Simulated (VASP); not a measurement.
# NiO (I4/mmm) in VASP: further runs

NiO is run at these levels: PBE; tasks: single point.

Program: VASP 6.6.1. These are calculated values, not measurements. Logs are shortened: lines on timing, memory, paths and dates and some standing lists are left out, and cuts for length are marked.

## (1) The cell of the first run

Symmetry: I4/mmm, No. 139, tetragonal system. Conventional cell: a = 2.958 Å, b = 2.958 Å, c = 3.973 Å, α = 90.00°, β = 90.00°, γ = 90.00°. Ni (site symmetry 4/mmm) has 6 O at 1.99 to 2.09 Å within 2.6 Å. O (site symmetry 4/mmm) has 6 Ni at 1.99 to 2.09 Å within 2.6 Å.

## (2) Single point, PBE, collinear spin, ferromagnetic start (strain +0.000 along x and y, -0.050 along z)

File INCAR:

```
  PREC = Accurate
  ENCUT = 520
  EDIFF = 1E-6
  ISMEAR = 0
  SIGMA = 0.15
  LREAL = False
  LASPH = True
  NELM = 150
  ALGO = Normal
  ISIF = 2
  LWAVE = False
  LCHARG = True
  ISPIN = 2
  MAGMOM = 1.61 0.33
  LORBIT = 11
  LMAXMIX = 4
  GGA = PE
  LELF = True
  LVHAR = True
  NBANDS = 19
```

File KPOINTS:

```
Automatic mesh
0
Gamma
  20 20 20
```

File POSCAR:

```
NiO
1.0
    0.0000000000      2.0913100000      1.9867445000
    2.0913100000      0.0000000000      1.9867445000
    2.0913100000      2.0913100000      0.0000000000
Ni O
1 1
Direct
    0.0000000000      0.0000000000      0.0000000000
    0.5000000000      0.5000000000      0.5000000000
```

Potentials or basis: VASP PAW PBE potentials, release 64 (Ni, O).

The run is started by

```bash
$ cat potpaw_PBE.64/Ni/POTCAR potpaw_PBE.64/O/POTCAR > POTCAR
$ mpirun -np 1 vasp_std > vasp.out
```

OUTCAR:

```text
PREC = Accurate
   ENCUT = 520
   EDIFF = 1E-6
   ISMEAR = 0
   LREAL = False
   LASPH = True
   NELM = 150
   ISIF = 2
   ISPIN = 2
   LORBIT = 11
   GGA = PE

 ion  position               nearest neighbor table
   1  0.000  0.000  0.000-   2 1.99   2 1.99   2 2.09   2 2.09   2 2.09   2 2.09
   2  0.500  0.500  0.500-   1 1.99   1 1.99   1 2.09   1 2.09   1 2.09   1 2.09

  LATTYP: Found a body centered tetragonal cell.
 ALAT       =     2.9575589651
 C/A-ratio  =     1.3435028843

  Lattice vectors:

 A1 = (   0.0000000000,  -2.0913100000,  -1.9867445000)
 A2 = (   0.0000000000,   2.0913100000,  -1.9867445000)
 A3 = (   2.0913100000,   0.0000000000,   1.9867445000)

Analysis of symmetry for initial positions (statically):
=====================================================================
 Subroutine PRICEL returns:
 Original cell was already a primitive cell.

 Routine SETGRP: Setting up the symmetry group for a
 body centered tetragonal supercell.

 Subroutine GETGRP returns: Found 16 space group operations
 (whereof 16 operations were pure point group operations)
 out of a pool of 16 trial point group operations.

The static configuration has the point symmetry D_4h.

Analysis of symmetry for dynamics (positions and initial velocities):
=====================================================================
 Subroutine PRICEL returns:
 Original cell was already a primitive cell.

 Routine SETGRP: Setting up the symmetry group for a
 body centered tetragonal supercell.

 Subroutine GETGRP returns: Found 16 space group operations
 (whereof 16 operations were pure point group operations)
 out of a pool of 16 trial point group operations.

The dynamic configuration has the point symmetry D_4h.

Analysis of structural, dynamic, and magnetic symmetry:
=====================================================================
 Subroutine PRICEL returns:
 Original cell was already a primitive cell.

 Routine SETGRP: Setting up the symmetry group for a
 body centered tetragonal supercell.

 Subroutine GETGRP returns: Found 16 space group operations
 (whereof 16 operations were pure point group operations)
 out of a pool of 16 trial point group operations.

The overall configuration has the point symmetry D_4h.

 Subroutine INISYM returns: Found 16 space group operations
 (whereof 16 operations are pure point group operations),
 and found     1 'primitive' translations

[... 116 lines left out ...]
  Fermi-wavevector in a.u.,A,eV,Ry     =   1.592619  3.009613 34.510295  2.536435
  Thomas-Fermi vector in A             =   2.690976
   LORBIT       =     11    0 simple, 1 ext, 2 COOP (PROOUT), +10 PAW based schemes
   GGA     = PE    functional components
   LHFCALC =     F    Hartree Fock is set to
   AEXX    =    0.0000 exact exchange contribution
   IVDW    =     0    specifies the selected vdW correction
   LEPSILON=     F    determine dielectric tensor
   LRPA    =     F    only Hartree local field effects (RPA)
 spin polarized calculation
 Gauss-broadening in eV      SIGMA  =   0.15
  energy-cutoff  :      520.00
  volume of cell :       17.38
 maximum number of plane-waves:       499
 NGX is ok and might be reduce to    24
   NGX = 11   NGY = 11   NGZ = 11

 number of electron      15.9999990 magnetization       1.5190120

 Free energy of the ion-electron system (eV)
  ---------------------------------------------------
  ext. energy  EPLUGINS =         0.00000000
  ---------------------------------------------------
  free energy    TOTEN  =       -11.41401837 eV

  energy without entropy =      -11.39933985  energy(sigma->0) =      -11.40667911

 E-fermi :   8.6534     XC(G=0): -12.9549

 val. band max:        8.6530624939   @ k =  -0.4500   0.0500   0.1000
 cond. band min:       8.6539144755   @ k =  -0.0500   0.1000   0.0500
 fundamental gap:      0.0008519816
 Fermi energy:         8.6533760951

 spin component 1

 k-point     1 :       0.0000    0.0000    0.0000
  band No.  band energies     occupation
      1     -12.2750      1.00000
      2       5.2344      1.00000
      3       5.4140      1.00000
      4       5.4140      1.00000
      5       5.5791      1.00000
      6       5.5848      1.00000
[... 517 lines left out ...]
     18      39.9520      0.00000
     19      40.4059      0.00000

 [... further k-points ...]

 spin component 2

 k-point     1 :       0.0000    0.0000    0.0000
  band No.  band energies     occupation
      1     -11.9139      1.00000
      2       5.6085      1.00000
      3       5.8597      1.00000
      4       5.8597      1.00000
      5       6.5706      1.00000
      6       6.5707      1.00000
[... 517 lines left out ...]
     18      40.2216      0.00000
     19      40.8246      0.00000

 [... further k-points ...]

------------------------ aborting loop because EDIFF is reached ----------------------------------------

  FORCE on cell =-STRESS in cart. coord.  units (eV):
  Direction    XX          YY          ZZ          XY          YZ          ZX
  --------------------------------------------------------------------------------------
  -------------------------------------------------------------------------------------
  Total        1.3134892      1.3134892      2.2835862      0.0000000     -0.0000000     -0.0000000
  in kB      121.0955678    121.0955678    210.5325016      0.0000000     -0.0000000     -0.0000000
  external PRESSURE =     150.9078791 kB  Pullay stress =       0.0000000 kB

 VOLUME and BASIS-vectors are now :
 -----------------------------------------------------------------------------
  energy-cutoff  :      520.00
  volume of cell :       17.38
      direct lattice vectors                 reciprocal lattice vectors
     0.000000000  2.091310000  1.986744500    -0.239084593  0.239084593  0.251667993
     2.091310000  0.000000000  1.986744500     0.239084593 -0.239084593  0.251667993
     2.091310000  2.091310000  0.000000000     0.239084593  0.239084593 -0.251667993

 POSITION                                       TOTAL-FORCE (eV/Angst)
 -----------------------------------------------------------------------------------
      0.00000      0.00000      0.00000         0.000000     -0.000000      0.000000
      2.09131      2.09131      1.98674        -0.000000      0.000000      0.000000
 -----------------------------------------------------------------------------------
    total drift:                                0.000000     -0.000000     -0.000000

  FREE ENERGIE OF THE ION-ELECTRON SYSTEM (eV)
  ---------------------------------------------------
  free  energy   TOTEN  =       -11.4140183741 eV

  energy  without entropy=      -11.3993398482  energy(sigma->0) =      -11.40667911

 total charge

# of ion       s       p       d       tot
------------------------------------------
    1        0.350   0.445   8.305   9.101
    2        1.559   3.440   0.000   4.999
--------------------------------------------------
tot          1.909   3.885   8.305  14.100

 magnetization (x)

# of ion       s       p       d       tot
------------------------------------------
    1        0.012   0.015   1.236   1.263
    2        0.027   0.192   0.000   0.219
--------------------------------------------------
tot          0.039   0.207   1.236   1.482
```

OSZICAR:

```text
N       E                     dE             d eps       ncg     rms          rms(c)
DAV:   1     0.842024322961E+02    0.84202E+02   -0.70822E+03 52464   0.105E+03
DAV:   2    -0.857355594612E+01   -0.92776E+02   -0.81127E+02 50587   0.238E+02
DAV:   3    -0.135928162020E+02   -0.50193E+01   -0.48009E+01 56180   0.558E+01
DAV:   4    -0.136366107884E+02   -0.43795E-01   -0.43751E-01 54749   0.506E+00
DAV:   5    -0.136372625156E+02   -0.65173E-03   -0.65167E-03 56076   0.611E-01    0.159E+01
DAV:   6    -0.124396314998E+02    0.11976E+01   -0.10905E+01 63487   0.597E+01    0.176E+01
DAV:   7    -0.114457879555E+02    0.99384E+00   -0.34209E+00 61498   0.448E+01    0.654E+00
DAV:   8    -0.114137975729E+02    0.31990E-01   -0.18544E-01 63549   0.613E+00    0.367E+00
DAV:   9    -0.114133651780E+02    0.43239E-03   -0.16169E-02 65835   0.166E+00    0.857E-01
DAV:  10    -0.114138409056E+02   -0.47573E-03   -0.28799E-03 53419   0.733E-01    0.227E-01
DAV:  11    -0.114139877285E+02   -0.14682E-03   -0.26084E-04 63849   0.347E-01    0.136E-01
DAV:  12    -0.114140132621E+02   -0.25534E-04   -0.15456E-04 66192   0.272E-01    0.406E-02
DAV:  13    -0.114140184093E+02   -0.51472E-05   -0.30113E-05 53888   0.451E-02    0.213E-02
DAV:  14    -0.114140183741E+02    0.35201E-07   -0.41258E-06 53889   0.502E-02
   1 F= -.11414018E+02 E0= -.11406679E+02  d E =-.146785E-01  mag=     1.5178
```

Wall time 4.5 min (1 thread of Intel Xeon Platinum 8259CL at 2.50GHz (Skylake/Cascade Lake), shared host); peak memory 0.42 GiB.

What came out:

| Quantity | Value |
| --- | --- |
| Free energy | -11.4140 eV |
| Pressure | 15.1 GPa |
| Net moment | 1.52 μB per cell |
| Site moments | Ni +1.26; O +0.22 μB |
| Valence electrons inside the program's atomic spheres | Ni 9.10; O 5.00 |

Caveat: the cell differs from its parent crystal (strain +0.000 along x and y, -0.050 along z); the cell stands under pressure; a cell with one magnetic atom can't hold antiferromagnetic order, which such compounds often take; semilocal functionals often make such compounds metallic where correlation or magnetic order opens a gap, which also shifts bond lengths.

## (3) Single point, PBE, collinear spin, ferromagnetic start (strain +0.050 along x and y, +0.000 along z)

File INCAR:

```
SYSTEM = NiO
  ALGO = Normal
  EDIFF = 1E-6
  ENCUT = 520
  GGA = PE
  ISIF = 2
  ISMEAR = 0
  ISPIN = 2
  LASPH = .TRUE.
  LCHARG = .FALSE.
  LMAXMIX = 4
  LORBIT = 11
  LREAL = .FALSE.
  LWAVE = .FALSE.
  MAGMOM = 1.61 0.33
  NBANDS = 19
  NELM = 150
  PREC = Accurate
  SIGMA = 0.15
```

File KPOINTS:

```
k-points
0
G
  20 20 20
  0 0 0
```

File POSCAR:

```
NiO
1.0
    0.0000000000      2.1958755000      2.0913100000
    2.1958755000      0.0000000000      2.0913100000
    2.1958755000      2.1958755000      0.0000000000
Ni O
1 1
Direct
    0.0000000000      0.0000000000      0.0000000000
    0.5000000000      0.5000000000      0.5000000000
```

Potentials or basis: VASP PAW PBE potentials, release 64 (Ni, O).

The run is started by

```bash
$ cat potpaw_PBE.64/Ni/POTCAR potpaw_PBE.64/O/POTCAR > POTCAR
$ mpirun -np 1 vasp_std > vasp.out
```

Wall time 2.6 min (1 thread of Intel Xeon 6975P-C (Granite Rapids), shared host); peak memory 0.45 GiB.

Results (log left out):

```
Free energy                                           : -11.4264 eV
Pressure                                              : -11.0 GPa
Net moment                                            : 1.85 μB per cell
Site moments                                          : Ni +1.51; O +0.29 μB
Valence electrons inside the program's atomic spheres : Ni 8.82; O 4.93
```

Stress tensor (GPa, compression positive):
```
-12.07   0.00   0.00
  0.00 -12.07   0.00
  0.00   0.00  -8.86
```

Levels at points of the mesh, in eV from the Fermi level:
Spin up:
| k point | band 5 | band 6 | band 7 | band 8 | band 9 | band 10 | band 11 | band 12 | band 13 | band 14 |
| --- | --- | --- | --- | --- | --- | --- | --- | --- | --- | --- |
| (0.00, 0.00, 0.00) | -2.49 | -2.49 | -2.49 | -2.49 | -2.33 | 1.11 | 17.61 | 18.21 | 18.21 | 18.34 |
| (0.50, 0.00, 0.00) | -1.91 | -1.89 | -1.39 | -0.02 | 0.26 | 5.44 | 9.09 | 12.91 | 14.01 | 20.05 |
| (0.50, 0.50, 0.00) | -3.11 | -2.72 | -2.33 | -1.63 | -1.63 | 5.61 | 10.44 | 11.48 | 15.11 | 15.11 |
| (0.50, 0.00, 0.50) | -3.14 | -2.78 | -2.37 | -1.65 | -1.60 | 5.58 | 9.76 | 12.10 | 15.31 | 16.17 |
Spin down:
| k point | band 5 | band 6 | band 7 | band 8 | band 9 | band 10 |
| --- | --- | --- | --- | --- | --- | --- |
| (0.00, 0.00, 0.00) | -1.64 | -1.64 | -1.47 | -0.39 | -0.38 | 1.51 |
| (0.50, 0.00, 0.00) | -0.89 | -0.77 | -0.50 | 1.92 | 2.25 | 5.61 |
| (0.50, 0.50, 0.00) | -2.36 | -0.70 | -0.70 | 0.04 | 0.40 | 6.08 |
| (0.50, 0.00, 0.50) | -2.38 | -0.73 | -0.67 | -0.03 | 0.36 | 6.05 |

Caveat: the cell differs from its parent crystal (strain +0.050 along x and y, +0.000 along z); the cell stands under tension; a cell with one magnetic atom can't hold antiferromagnetic order, which such compounds often take; semilocal functionals often make such compounds metallic where correlation or magnetic order opens a gap, which also shifts bond lengths.

[end of part 1 of 2]
